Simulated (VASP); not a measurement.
Runs of VASP 6.6.1 on Cl. The structure is that of space group Fd-3m (No. 227), or close to it. The cells are those of the table. 

```csv
task,cell,cutoff (eV),gap on the mesh (eV),pressure (GPa)
relaxation of cell and atoms,"relaxed from a = 4.349 Å, angles 60.0°, 2 atoms",600,none,0.0
single point,"a = 3.589 Å, angles 60.0°, 2 atoms",520,none,(a)
relaxation of cell and atoms,"relaxed to 60 GPa from a = 4.349 Å, angles 60.0°, 2 atoms",600,none,59.9
relaxation of cell and atoms,"relaxed to 40 GPa from a = 4.349 Å, angles 60.0°, 2 atoms",600,none,40.0
single point,"a = 3.965 Å, angles 60.0°, 2 atoms",520,none,19.8
single point,"a = 4.559 Å, angles 60.0°, 2 atoms",520,none,0.0
relaxation of cell and atoms,"relaxed to 20 GPa from a = 4.349 Å, angles 60.0°, 2 atoms",600,none,20.0
single point,"a = 3.739 Å, angles 60.0°, 2 atoms",520,none,39.8
```

Alike in all rows: level PBE; potentials or basis VASP PAW PBE potentials, release 64 (Cl); no spin polarisation; k mesh 13 × 13 × 13; smearing fermi-dirac 0.02 eV.

Task: Estimate the missing entries.

Result: (a) 59.8.

Caveats: the cell is relaxed towards a set pressure, so the enthalpy falls and the energy may rise (some runs).

A gap of «none» marks levels without a gap at the run's occupations.
